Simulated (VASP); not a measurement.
# H2C3F4 in VASP: further runs, part 2 of 2

VASP 6.6.1. Earlier steps stand in the parts before.

## Step 4: Single point, PBE+D3(BJ)

The input, INCAR:

```
SYSTEM = H2C3F4
PREC = Accurate ; ENCUT = 520
EDIFF = 1E-7 ; ISMEAR = -1
SIGMA = 0.05 ; LREAL = Auto
LASPH = .TRUE. ; NELM = 60
ALGO = Normal ; ISIF = 2
LWAVE = .FALSE. ; LCHARG = .TRUE.
GGA = PE ; IVDW = 12
LELF = .TRUE. ; LVHAR = .TRUE.
NBANDS = 108
```

The input, KPOINTS:

```
Automatic mesh
0
G
  1 1 1
  0 0 0
```

The input, POSCAR:

```
H2C3F4
1.0
    8.0166320000      0.0000000000      0.0000000000
    0.0000000000      8.0166320000      0.0000000000
    0.0000000000      0.0000000000      8.0166320000
C H F
12 8 16
Direct
    0.7906063294      0.1713188282      0.3748456958
    0.8946026212      0.2417099849      0.4583096742
    0.2567537090      0.8267187517      0.7724565628
    0.3254733409      0.8328435183      0.9093095455
    0.7660947889      0.7997498201      0.1285452544
    0.7474335856      0.7523733159     -0.0156799015
    0.5550710074      0.2979929726      0.0007858662
    0.5729089224      0.1846910274     -0.1030482627
    0.3364879416      0.2391528013      0.5189585851
    0.6034080147      0.7103980824      0.5084678952
    0.0215177646      0.2110487297      0.9523450746
    0.2007825730      0.6718532172      0.2371070544
    0.9698586638      0.3237394457      0.5214658725
    0.6944811736      0.1319132523      0.2962590774
    0.3960141865      0.8250347527      1.0243578600
    0.2318429984      0.8329183627      0.6464310698
    0.6831048251      0.7166600637     -0.1342209546
    0.8234006500      0.8633800329      0.2389282681
    0.5895867491      0.0903621371     -0.1920632006
    0.5368339223      0.3738477705      0.1143996631
    0.4535445808      0.1201876299      0.5688797989
    0.2533108667      0.1789404827      0.3879684137
    0.2264791498      0.2817891603      0.6308634349
    0.4080766087      0.3753696066      0.4692993267
    0.6551130200      0.6378364380      0.3609371117
    0.6399196071      0.6198488343      0.6459820034
    0.7053710336      0.8388310702      0.5204055768
    0.4473075476      0.7423566405      0.4907921431
   -0.0198587137      0.3724382010      0.9635343122
   -0.0333057573      0.1108819764      1.0710108684
   -0.0385448652      0.1554268675      0.8020575224
    0.1902419869      0.1996723811      0.9674761172
    0.1867243002      0.8367104789      0.2452650939
    0.1562626300      0.5992416766      0.3855234967
    0.1132769971      0.6048300583      0.1270358924
    0.3612988597      0.6519321331      0.1955933614
```

Potentials or basis: VASP PAW PBE potentials, release 64 (C, H, F).

The run is started by

```bash
$ cat potpaw_PBE.64/C/POTCAR potpaw_PBE.64/H/POTCAR potpaw_PBE.64/F/POTCAR > POTCAR
$ mpirun -np 1 vasp_gam > vasp.out
```

OUTCAR:

```text
SYSTEM = H2C3F4
   PREC = Accurate
   ENCUT = 520
   EDIFF = 1E-7
   ISMEAR = -1
   LREAL = Auto
   LASPH = .TRUE.
   NELM = 60
   ISIF = 2
   GGA = PE
   IVDW = 12
 IVDW          = 12

 ion  position               nearest neighbor table
   1  0.791  0.171  0.375-  14 1.04   2 1.21
   2  0.895  0.242  0.458-  13 1.03   1 1.21
   3  0.257  0.827  0.772-  16 1.03   4 1.23
   4  0.325  0.833  0.909-  15 1.08   3 1.23
   5  0.766  0.800  0.129-  18 1.12   6 1.23
   6  0.747  0.752  0.984-  17 1.12   5 1.23
   7  0.555  0.298  0.001-  20 1.10   8 1.24
   8  0.573  0.185  0.897-  19 1.05   7 1.24
   9  0.336  0.239  0.519-  24 1.30  23 1.30  22 1.33  21 1.40
  10  0.603  0.710  0.508-  28 1.29  27 1.32  26 1.35  25 1.38
  11  0.022  0.211  0.952-  30 1.32  29 1.34  32 1.36  31 1.37
  12  0.201  0.672  0.237-  35 1.25  33 1.33  36 1.34  34 1.37
  13  0.970  0.324  0.521-   2 1.03
  14  0.694  0.132  0.296-   1 1.04
  15  0.396  0.825  0.024-   4 1.08
  16  0.232  0.833  0.646-   3 1.03
  17  0.683  0.717  0.866-   6 1.12
[... 17 lines left out ...]
  35  0.113  0.605  0.127-  12 1.25
  36  0.361  0.652  0.196-  12 1.34

  LATTYP: Found a simple cubic cell.
 ALAT       =     8.0166320000

  Lattice vectors:

 A1 = (   8.0166320000,   0.0000000000,   0.0000000000)
 A2 = (   0.0000000000,   8.0166320000,   0.0000000000)
 A3 = (   0.0000000000,   0.0000000000,   8.0166320000)

Analysis of symmetry for initial positions (statically):
=====================================================================
 Subroutine PRICEL returns:
 Original cell was already a primitive cell.

 Routine SETGRP: Setting up the symmetry group for a
 simple cubic supercell.

 Subroutine GETGRP returns: Found  1 space group operations
 (whereof  1 operations were pure point group operations)
 out of a pool of 48 trial point group operations.

The static configuration has the point symmetry C_1 .

Analysis of symmetry for dynamics (positions and initial velocities):
[... 180 lines left out ...]
   GGA     = PE    functional components
   LHFCALC =     F    Hartree Fock is set to
   AEXX    =    0.0000 exact exchange contribution
   IVDW    =    12    specifies the selected vdW correction
   LEPSILON=     F    determine dielectric tensor
   LRPA    =     F    only Hartree local field effects (RPA)
 non-spin polarized calculation
  energy-cutoff  :      520.00
  volume of cell :      515.20
 maximum number of plane-waves:      6975
 NGX is ok and might be reduce to    60
   NGX = 29   NGY = 29   NGZ = 29

 number of electron     168.0000120 magnetization

 Free energy of the ion-electron system (eV)
  ---------------------------------------------------
  ext. energy  EPLUGINS =         0.00000000
  ---------------------------------------------------
  free energy    TOTEN  =      -191.42270784 eV

  energy without entropy =     -191.42270784  energy(sigma->0) =     -191.42270784

 E-fermi :  -1.3332     XC(G=0):  -7.1402

 val. band max:       -2.5375049881   @ k =   0.0000   0.0000   0.0000
 cond. band min:       3.0918100838   @ k =   0.0000   0.0000   0.0000
 fundamental gap:      5.6293150719
 Fermi energy:        -1.3332361825

 k-point     1 :       0.0000    0.0000    0.0000
  band No.  band energies     occupation
      1     -31.3083      2.00000
      2     -31.1518      2.00000
      3     -31.0838      2.00000
      4     -29.9898      2.00000
      5     -28.8245      2.00000
      6     -28.5208      2.00000
[... 88 lines left out ...]
     95       4.9275      0.00000
     96       5.2903      0.00000
 [bands above 96 left out]

------------------------ aborting loop because EDIFF is reached ----------------------------------------

 Edisp (eV)   -1.54525

 E8    (eV) :    -0.3685

  FORCE on cell =-STRESS in cart. coord.  units (eV):
  Direction    XX          YY          ZZ          XY          YZ          ZX
  --------------------------------------------------------------------------------------
  -------------------------------------------------------------------------------------
  Total       9.85909     7.04929     5.06394     4.67053    -0.33288    -2.16894
  in kB      30.65996    21.92198    15.74793    14.52451    -1.03520    -6.74499
  external pressure =       22.78 kB  Pullay stress =        0.00 kB

 VOLUME and BASIS-vectors are now :
 -----------------------------------------------------------------------------
  energy-cutoff  :      520.00
  volume of cell :      515.20
      direct lattice vectors                 reciprocal lattice vectors
     8.016632000  0.000000000  0.000000000     0.124740664  0.000000000  0.000000000
     0.000000000  8.016632000  0.000000000     0.000000000  0.124740664  0.000000000
     0.000000000  0.000000000  8.016632000     0.000000000  0.000000000  0.124740664

 POSITION                                       TOTAL-FORCE (eV/Angst)
 -----------------------------------------------------------------------------------
      6.33800      1.37340      3.00500         0.790095      0.813140      0.757265
      7.17170      1.93770      3.67410        -1.661178     -0.827634     -1.260939
      2.05830      6.62750      6.19250         1.608410      0.187986      3.243478
      2.60920      6.67660      7.28960        -0.414567     -0.115385     -1.757207
      6.14150      6.41130      1.03050         1.317937      0.879592     -0.473194
      5.99190      6.03150      7.89093        -1.295461      0.131016     -0.008324
[... 28 lines left out ...]
      0.90810      4.84870      1.01840        -2.653916     -1.336802     -3.001706
      2.89640      5.22630      1.56800         1.250742     -1.450504      0.722438
 -----------------------------------------------------------------------------------
    total drift:                                0.029996     -0.007095     -0.006339

  FREE ENERGIE OF THE ION-ELECTRON SYSTEM (eV)
  ---------------------------------------------------
  free  energy   TOTEN  =      -192.9679610960 eV

  energy  without entropy=     -192.9679610959  energy(sigma->0) =     -192.96796110
```

OSZICAR:

```text
N       E                     dE             d eps       ncg     rms          rms(c)
DAV:   1     0.157081716118E+04    0.15708E+04   -0.10051E+05   232   0.149E+03
DAV:   2    -0.599459102243E+02   -0.16308E+04   -0.15650E+04   264   0.366E+02
DAV:   3    -0.208429593909E+03   -0.14848E+03   -0.14729E+03   248   0.118E+02
DAV:   4    -0.211422133409E+03   -0.29925E+01   -0.29844E+01   248   0.184E+01
DAV:   5    -0.211501269538E+03   -0.79136E-01   -0.79066E-01   264   0.277E+00    0.264E+01
DAV:   6    -0.193594655165E+03    0.17907E+02   -0.45029E+01   240   0.211E+01    0.130E+01
DAV:   7    -0.191636592485E+03    0.19581E+01   -0.11027E+01   264   0.984E+00    0.603E+00
DAV:   8    -0.191474019250E+03    0.16257E+00   -0.10441E+00   272   0.321E+00    0.224E+00
DAV:   9    -0.191434047144E+03    0.39972E-01   -0.11685E-01   264   0.147E+00    0.443E-01
DAV:  10    -0.191428788691E+03    0.52585E-02   -0.15263E-02   264   0.495E-01    0.247E-01
DAV:  11    -0.191423837284E+03    0.49514E-02   -0.45244E-03   256   0.407E-01    0.841E-02
DAV:  12    -0.191422930847E+03    0.90644E-03   -0.23719E-03   264   0.252E-01    0.583E-02
DAV:  13    -0.191422766928E+03    0.16392E-03   -0.71748E-04   280   0.139E-01    0.357E-02
DAV:  14    -0.191422721323E+03    0.45605E-04   -0.11776E-04   264   0.595E-02    0.189E-02
DAV:  15    -0.191422709515E+03    0.11808E-04   -0.32230E-05   264   0.314E-02    0.780E-03
DAV:  16    -0.191422708370E+03    0.11455E-05   -0.10676E-05   264   0.166E-02    0.509E-03
DAV:  17    -0.191422707894E+03    0.47571E-06   -0.17751E-06   248   0.742E-03    0.198E-03
DAV:  18    -0.191422707841E+03    0.52822E-07   -0.75021E-07   264   0.408E-03
   1 F= -.19296796E+03 E0= -.19296796E+03  d E =-.113102E-09
```

stdout:

```text
POSCAR found type information on POSCAR C H F
 POSCAR found :  3 types and      36 ions
 scaLAPACK will be used
 LDA part: xc-table for (Slater+PW92), standard interpolation
 POSCAR, INCAR and KPOINTS ok, starting setup
 FFT: planning ... GRIDC
 FFT: planning ... GRID_SOFT
 FFT: planning ... GRID
 WAVECAR not read
 entering main loop
```

It took 77 s on 1 thread of Intel Xeon Platinum 8488C (Sapphire Rapids), shared host; peak memory 0.45 GiB.

Results:

| Item | Value |
| --- | --- |
| Free energy | -192.9680 eV |
| Pressure | 2.3 GPa |
| Largest force | 4.224 eV/Å |
| Band gap on the k mesh | 5.63 eV |
| Dispersion energy per atom | -0.043 eV |

Forces in eV/Å, atoms in the order of the input:
```
C    0.790  0.813  0.757
C   -1.661 -0.828 -1.261
C    1.608  0.188  3.243
C   -0.415 -0.115 -1.757
C    1.318  0.880 -0.473
C   -1.295  0.131 -0.008
C    0.211 -1.844 -0.738
C   -0.306  2.812  2.712
C    0.244 -1.422 -0.874
C    2.999 -1.286 -1.247
C    0.949 -0.423 -0.738
C    1.525  0.818  1.955
H    1.195  0.861  1.036
H   -0.682 -0.633 -0.645
H   -0.361  0.317 -0.592
H   -0.865  0.035 -1.446
H    1.036  0.216  1.328
H   -0.772 -0.859 -1.159
H    0.155 -0.519 -0.555
H    0.172 -0.330 -1.130
F   -1.320  1.183 -0.222
F   -0.206 -1.071 -0.726
F   -0.475 -0.357  1.969
F    2.036  1.622 -0.465
F   -0.454 -1.269  1.184
F   -0.890 -1.000 -0.440
F    0.029  2.261  0.412
F   -1.523  0.745  0.615
F   -0.416 -0.244  0.419
F   -1.116  0.149  0.556
F    0.668  0.040  0.649
F   -0.207  0.299 -0.862
F   -1.186  1.130  0.653
F    0.619  0.488  0.127
F   -2.654 -1.337 -3.002
F    1.251 -1.451  0.722
```

Stress tensor (GPa, compression positive):
```
 3.07  1.45 -0.67
 1.45  2.19 -0.10
-0.67 -0.10  1.57
```

Caveat: the k points lie up to 0.78 Å⁻¹ apart; the atoms stand as in a frame of molecular dynamics.

## Step 5: Summary

```tsv
cell	gap on the mesh (eV)	pressure (GPa)	largest force (eV/Å)
as given, atomic positions A	5.51	3.3	3.05
as given, atomic positions B	5.24	1.4	3.46
as given, atomic positions C	5.63	2.3	4.22
```

Alike in all rows: task single point; level PBE+D3(BJ); potentials or basis VASP PAW PBE potentials, release 64 (C, H, F); no spin polarisation; k mesh 1 × 1 × 1; cutoff (eV) 520; smearing fermi-dirac 0.05 eV.

Caveats: all runs use coarse meshes; the atoms stand as in a frame of molecular dynamics.

Absolute energies hang on the potentials; compare differences alone.
